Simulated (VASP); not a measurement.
# BN in VASP: relaxation of the atoms with PBEsol

Aim: the relaxation of the atoms of BN with PBEsol.

Program: VASP 6.6.1. These are calculated values, not measurements. Logs are shortened: lines on timing, memory, paths and dates and some standing lists are left out, and cuts for length are marked.

## 1. The cell of the first run

The cell holds a disordered packing, 64 atoms: a = 7.789 Å, b = 7.789 Å, c = 7.789 Å, α = 90.00°, β = 90.00°, γ = 90.00°.

## 2. Relaxation of the atoms, PBEsol

INCAR

```
ALGO = Normal
EDIFF = 1E-7
EDIFFG = -0.03
ENCUT = 520
GGA = PS
IBRION = 2
ISIF = 2
ISMEAR = -1
LASPH = True
LCHARG = False
LREAL = Auto
LWAVE = False
NELM = 80
NSW = 100
PREC = Accurate
SIGMA = 0.05
```

KPOINTS

```
k-points
0
Gamma
  1 1 1
```

POSCAR

```
BN
1.0
    7.7885180000      0.0000000000      0.0000000000
    0.0000000000      7.7885180000      0.0000000000
    0.0000000000      0.0000000000      7.7885180000
B N
32 32
Direct
    0.1145390000      0.2481680000      0.1229460000
    0.5936630000      0.4164710000      0.5729530000
    0.9324890000      0.7266430000      0.9712850000
    0.0765550000      0.5122210000      0.7429850000
    0.6645580000      0.1581870000      0.7757140000
    0.5284560000      0.6394230000      0.1464160000
    0.5577420000      0.4232710000      0.8630390000
    0.5550030000      0.2497930000      0.2004270000
    0.2363690000      0.5139330000      0.1846260000
    0.2488450000      0.1347170000      0.8595840000
    0.2734300000      0.2898110000      0.4008390000
    0.1479410000      0.8360230000      0.8326080000
    0.9051580000      0.2841870000      0.8891630000
    0.6205280000      0.2611700000      0.3939350000
    0.3675410000      0.5767940000      0.8857550000
    0.5643950000      0.7181530000      0.4581090000
    0.0120300000      0.0204520000      0.3342650000
    0.6396060000      0.9080360000      0.9763790000
    0.4769380000      0.9145880000      0.2292330000
    0.3349210000      0.2991760000      0.7516420000
    0.4272800000      0.0935440000      0.9739130000
    0.7435710000      0.9787330000      0.4632270000
    0.7968290000      0.3732820000      0.0575450000
    0.9321670000      0.7600140000      0.6378620000
    0.0258890000      0.0491860000      0.0231740000
    0.8890520000      0.2645450000      0.5812690000
    0.7598150000      0.5238450000      0.3381470000
    0.1713170000      0.0315720000      0.6289170000
    0.1673150000      0.4400180000      0.4821040000
    0.4308270000      0.0215880000      0.4645520000
    0.0099740000      0.6969360000      0.3078700000
    0.2480520000      0.7724670000      0.3766420000
    0.0456800000      0.8858350000      0.9727500000
    0.0965080000      0.2062390000      0.9346630000
    0.3431710000      0.6089500000      0.0668120000
    0.0387390000      0.6784270000      0.7857190000
    0.4531920000      0.0888630000      0.1655610000
    0.5952290000      0.0896570000      0.4525140000
    0.5389670000      0.6013460000      0.7994430000
    0.4165560000      0.8363080000      0.4165670000
    0.6078080000      0.3653790000      0.0576490000
    0.1817100000      0.5934670000      0.3669890000
    0.5958450000      0.0514030000      0.8964400000
    0.2866090000      0.9448150000      0.7682630000
    0.8578740000      0.4929120000      0.1744530000
    0.5484650000      0.5974530000      0.6218350000
    0.7308230000      0.8078040000      0.4282100000
    0.0107980000      0.9471090000      0.6178930000
    0.9184720000      0.0513550000      0.5015610000
    0.5309700000      0.3024810000      0.7119480000
    0.1012750000      0.8635320000      0.3136000000
    0.2497960000      0.4680430000      0.7835870000
    0.9762960000      0.1342140000      0.1954890000
    0.9564270000      0.6346580000      0.1389220000
    0.8745260000      0.6826690000      0.4551500000
    0.7680810000      0.7958390000      0.8936840000
    0.0287970000      0.4078170000      0.5940700000
    0.8346200000      0.2026030000      0.7553020000
    0.2358430000      0.3378660000      0.2166940000
    0.5723010000      0.8159950000      0.1148150000
    0.5845450000      0.5787690000      0.3072760000
    0.7549000000      0.3672490000      0.4794520000
    0.2754760000      0.1146770000      0.4785090000
    0.7640080000      0.8252850000      0.7293680000
```

Potentials or basis: VASP PAW PBE potentials, release 64 (B, N).

On the command line:

```console
$ cat potpaw_PBE.64/B/POTCAR potpaw_PBE.64/N/POTCAR > POTCAR
$ mpirun -np 1 vasp_gam > vasp.out
```

OUTCAR:

```text
EDIFF = 1E-7
   EDIFFG = -0.03
   ENCUT = 520
   GGA = PS
   IBRION = 2
   ISIF = 2
   ISMEAR = -1
   LASPH = True
   LREAL = Auto
   NELM = 80
   NSW = 100
   PREC = Accurate

 ion  position               nearest neighbor table
   1  0.115  0.248  0.123-  59 1.38  53 1.51  34 1.51  25 1.87
   2  0.594  0.416  0.573-  50 1.48  62 1.50  46 1.50  14 1.86
   3  0.932  0.727  0.971-  54 1.50  56 1.52  33 1.52  36 1.71  12 2.17
   4  0.077  0.512  0.743-  36 1.37  52 1.43  57 1.46
   5  0.665  0.158  0.776-  43 1.36  58 1.38  50 1.61
   6  0.528  0.639  0.146-  61 1.41  60 1.44  35 1.59
   7  0.558  0.423  0.863-  39 1.48  50 1.52  41 1.63  15 1.91  20 2.17
   8  0.555  0.250  0.200-  41 1.49  37 1.51  14 1.59
   9  0.236  0.514  0.185-  59 1.39  35 1.44  42 1.61
  10  0.249  0.135  0.860-  34 1.44  44 1.67  20 1.67  21 1.68  28 2.06
  11  0.273  0.290  0.401-  63 1.49  59 1.51  29 1.57
  12  0.148  0.836  0.833-  33 1.41  44 1.46  36 1.54   3 2.17
  13  0.905  0.284  0.889-  58 1.34  34 1.65  23 1.71
  14  0.621  0.261  0.394-  38 1.43  62 1.49   8 1.59   2 1.86
  15  0.368  0.577  0.886-  35 1.44  52 1.48  39 1.51   7 1.91
  16  0.564  0.718  0.458-  47 1.49  40 1.51  46 1.59  61 1.61
  17  0.012  0.020  0.334-  51 1.42  53 1.43  49 1.51
[... 31 lines left out ...]
  49  0.918  0.051  0.502-  48 1.41  22 1.50  17 1.51  26 1.79
  50  0.531  0.302  0.712-   2 1.48   7 1.52  20 1.56   5 1.61
  51  0.101  0.864  0.314-  17 1.42  32 1.43  31 1.48
  52  0.250  0.468  0.784-   4 1.43  15 1.48  20 1.49
  53  0.976  0.134  0.195-  17 1.43   1 1.51  25 1.55
  54  0.956  0.635  0.139-  45 1.37  31 1.46   3 1.50
  55  0.875  0.683  0.455-  47 1.50  31 1.56  24 1.61  27 1.78
  56  0.768  0.796  0.894-  64 1.30  18 1.48   3 1.52
  57  0.029  0.408  0.594-  29 1.41   4 1.46  26 1.56
  58  0.835  0.203  0.755-  13 1.34   5 1.38  26 1.50
  59  0.236  0.338  0.217-   1 1.38   9 1.39  11 1.51
  60  0.572  0.816  0.115-  19 1.39  18 1.40   6 1.44
  61  0.585  0.579  0.307-   6 1.41  27 1.45  16 1.61
  62  0.755  0.367  0.479-  14 1.49   2 1.50  26 1.54  27 1.64
  63  0.275  0.115  0.479-  30 1.41  11 1.49  28 1.57
  64  0.764  0.825  0.729-  56 1.30  24 1.58

  LATTYP: Found a simple cubic cell.
 ALAT       =     7.7885180000

  Lattice vectors:

 A1 = (   7.7885180000,   0.0000000000,   0.0000000000)
 A2 = (   0.0000000000,   7.7885180000,   0.0000000000)
 A3 = (   0.0000000000,   0.0000000000,   7.7885180000)

Analysis of symmetry for initial positions (statically):
=====================================================================
 Subroutine PRICEL returns:
 Original cell was already a primitive cell.

 Routine SETGRP: Setting up the symmetry group for a
 simple cubic supercell.
[... 242 lines left out ...]
  Thomas-Fermi vector in A             =   2.463413
   LORBIT       =      0    0 simple, 1 ext, 2 COOP (PROOUT), +10 PAW based schemes
   GGA     = PS    functional components
   LHFCALC =     F    Hartree Fock is set to
   AEXX    =    0.0000 exact exchange contribution
   IVDW    =     0    specifies the selected vdW correction
   LEPSILON=     F    determine dielectric tensor
   LRPA    =     F    only Hartree local field effects (RPA)
 conjugate gradient relaxation of ions
 non-spin polarized calculation
  energy-cutoff  :      520.00
  volume of cell :      472.46
 maximum number of plane-waves:      6399
 NGX is ok and might be reduce to    60
   NGX = 29   NGY = 29   NGZ = 29

--------------------------------------- Ionic step        1  -------------------------------------------

 number of electron     255.9999999 magnetization

 Free energy of the ion-electron system (eV)
  ---------------------------------------------------
  ext. energy  EPLUGINS =         0.00000000
  ---------------------------------------------------
  free energy    TOTEN  =      -523.95903576 eV

  energy without entropy =     -523.94621443  energy(sigma->0) =     -523.95262509

------------------------ aborting loop because EDIFF is reached ----------------------------------------

  FORCE on cell =-STRESS in cart. coord.  units (eV):
  Direction    XX          YY          ZZ          XY          YZ          ZX
  --------------------------------------------------------------------------------------
  -------------------------------------------------------------------------------------
  Total       38.6087497     52.1460677     32.1373846      4.0515889     12.7697422     -4.1027302
  in kB      130.9277896    176.8347705    108.9824654     13.7395173     43.3040214    -13.9129448
  external PRESSURE =     138.9150085 kB  Pullay stress =       0.0000000 kB
[... 275 lines left out ...]
  FREE ENERGIE OF THE ION-ELECTRON SYSTEM (eV)
  ---------------------------------------------------
  free  energy   TOTEN  =      -527.3263074349 eV

  energy  without entropy=     -527.3072416626  energy(sigma->0) =     -527.31677455

[... ionic steps 4 to 73 ...]

--------------------------------------- Ionic step       74  -------------------------------------------

 number of electron     256.0000003 magnetization

------------------------ aborting loop because EDIFF is reached ----------------------------------------
[... 191 lines left out ...]
--------------------------------------- Ionic step       76  -------------------------------------------

 number of electron     256.0000003 magnetization

 Free energy of the ion-electron system (eV)
  ---------------------------------------------------
  ext. energy  EPLUGINS =         0.00000000
  ---------------------------------------------------
  free energy    TOTEN  =      -530.37909500 eV

  energy without entropy =     -530.37808567  energy(sigma->0) =     -530.37859033

 E-fermi :   6.2926     XC(G=0): -11.5692

 val. band max:        5.9215582271   @ k =   0.0000   0.0000   0.0000
 cond. band min:       6.6637075434   @ k =   0.0000   0.0000   0.0000
 fundamental gap:      0.7421493163
 Fermi energy:         6.2925675642

 k-point     1 :       0.0000    0.0000    0.0000
  band No.  band energies     occupation
      1     -16.3863      2.00000
      2     -15.3461      2.00000
      3     -14.7434      2.00000
      4     -14.5916      2.00000
      5     -14.2874      2.00000
      6     -13.9074      2.00000
[... 132 lines left out ...]
    139       9.3605      0.00000
    140       9.5258      0.00000
 [bands above 140 left out]

------------------------ aborting loop because EDIFF is reached ----------------------------------------

  FORCE on cell =-STRESS in cart. coord.  units (eV):
  Direction    XX          YY          ZZ          XY          YZ          ZX
  --------------------------------------------------------------------------------------
  -------------------------------------------------------------------------------------
  Total       19.5740028     37.1449396     20.7065489     -2.8156101     11.3797236     -9.8641778
  in kB       66.3782416    125.9638004     70.2188674     -9.5481364     38.5902697    -33.4508372
  external PRESSURE =      87.5203031 kB  Pullay stress =       0.0000000 kB
[... 79 lines left out ...]
  FREE ENERGIE OF THE ION-ELECTRON SYSTEM (eV)
  ---------------------------------------------------
  free  energy   TOTEN  =      -530.3790949959 eV

  energy  without entropy=     -530.3780856685  energy(sigma->0) =     -530.37859033

 reached required accuracy - stopping structural energy minimisation
```

It took 82 min on 1 thread of AMD EPYC 7R13 (Zen 3), shared host; peak memory 0.5 GiB.

What came out:

* Free energy: -530.3791 eV
* Energy gained by relaxing: 100.3 meV/atom
* Ionic steps: 76
* Pressure after relaxing: 8.8 GPa
* Largest force after relaxing: 0.024 eV/Å
* Band gap on the k mesh: 0.74 eV

Forces on the atoms (eV/Å):
```
B   -0.007  0.011  0.001
B   -0.020 -0.003 -0.010
B    0.000  0.002 -0.004
B   -0.014 -0.011 -0.005
B    0.003  0.007  0.007
B    0.013  0.017 -0.008
B   -0.009 -0.004 -0.004
B   -0.021  0.012 -0.002
B    0.005 -0.001  0.006
B   -0.003  0.006  0.005
B    0.008 -0.001  0.007
B   -0.012  0.005  0.003
B    0.001 -0.001  0.002
B   -0.006 -0.005 -0.003
B    0.001 -0.014  0.006
B   -0.001 -0.012  0.001
B    0.000  0.007 -0.005
B   -0.001 -0.002  0.007
B    0.000 -0.004  0.010
B    0.012  0.000 -0.010
B    0.001  0.004 -0.007
B    0.003  0.003  0.001
B    0.006 -0.008  0.002
B   -0.001 -0.003  0.000
B   -0.008 -0.007  0.001
B    0.008 -0.001 -0.006
B    0.004  0.012  0.003
B    0.003  0.003  0.010
B    0.002 -0.003 -0.006
B    0.008  0.001  0.003
B    0.004 -0.002 -0.001
B   -0.003 -0.001 -0.012
N   -0.022  0.006 -0.007
N    0.003  0.003  0.003
N    0.005  0.002  0.003
N   -0.001 -0.002 -0.003
N    0.002 -0.007 -0.005
N    0.000 -0.001 -0.003
N   -0.005 -0.009 -0.009
N    0.005  0.003 -0.012
N    0.001  0.010  0.003
N   -0.003  0.002  0.007
N    0.008  0.001  0.005
N   -0.008  0.001  0.011
N   -0.003  0.004 -0.004
N   -0.020  0.001  0.004
N    0.003 -0.005  0.007
N    0.009 -0.007 -0.008
N    0.006 -0.005  0.001
N    0.003 -0.001 -0.007
N   -0.002  0.002 -0.016
N   -0.006 -0.007  0.005
N   -0.002 -0.002  0.019
N    0.012 -0.005  0.008
N    0.001 -0.002 -0.009
N   -0.002 -0.007  0.010
N    0.001 -0.002 -0.015
N    0.001 -0.004  0.006
N   -0.004  0.004  0.001
N    0.020  0.008  0.005
N    0.010  0.000 -0.010
N    0.004  0.003  0.010
N    0.003 -0.002 -0.005
N    0.006  0.014  0.010
```

Stress tensor (GPa, compression positive):
```
 6.64 -0.95 -3.35
-0.95 12.60  3.86
-3.35  3.86  7.02
```

The path:
| step | energy change (eV) | largest force (eV/Å) | pressure (GPa) |
| --- | --- | --- | --- |
| 1 | 0.0000 | 4.9367 | 13.89 |
| 3 | -3.3673 | 3.7219 | 13.78 |
| 5 | -4.3578 | 2.6693 | 13.64 |
| 7 | -4.9018 | 2.0050 | 14.10 |
| 9 | -5.1804 | 1.1440 | 13.60 |
| 11 | -5.3468 | 0.8274 | 13.39 |
| 13 | -5.4642 | 0.7063 | 13.17 |
| 15 | -5.5571 | 0.6263 | 12.99 |
| 17 | -5.6254 | 0.7863 | 12.59 |
| 19 | -5.6858 | 0.9236 | 12.54 |
| 21 | -5.7453 | 0.8416 | 12.28 |
| 23 | -5.8125 | 0.5537 | 12.20 |
| 25 | -5.8870 | 0.4707 | 11.55 |
| 27 | -5.9445 | 0.5797 | 11.26 |
| 29 | -5.9995 | 0.6469 | 10.86 |
| 31 | -6.0675 | 1.0225 | 10.64 |
| 33 | -6.1388 | 0.7153 | 10.00 |
| 35 | -6.2023 | 0.5929 | 9.70 |
| 37 | -6.2534 | 0.7156 | 9.29 |
| 39 | -6.2989 | 0.6042 | 9.10 |
| 41 | -6.3323 | 0.5648 | 8.81 |
| 43 | -6.3599 | 0.5778 | 8.67 |
| 45 | -6.3770 | 0.4459 | 8.50 |
| 47 | -6.3914 | 0.3304 | 8.54 |
| 49 | -6.4005 | 0.2500 | 8.43 |
| 51 | -6.4059 | 0.2626 | 8.51 |
| 53 | -6.4098 | 0.1834 | 8.51 |
| 55 | -6.4123 | 0.1634 | 8.60 |
| 57 | -6.4139 | 0.1211 | 8.63 |
| 59 | -6.4149 | 0.0842 | 8.67 |
| 61 | -6.4157 | 0.0807 | 8.67 |
| 63 | -6.4162 | 0.0768 | 8.69 |
| 65 | -6.4168 | 0.0716 | 8.70 |
| 67 | -6.4173 | 0.0941 | 8.73 |
| 69 | -6.4179 | 0.0990 | 8.72 |
| 71 | -6.4187 | 0.0577 | 8.75 |
| 73 | -6.4193 | 0.0881 | 8.73 |
| 75 | -6.4198 | 0.0630 | 8.75 |
| 76 | -6.4201 | 0.0244 | 8.75 |

Caveat: the k points lie up to 0.81 Å⁻¹ apart; the PAW data sets were made with another functional, which shifts forces and pressure a little.
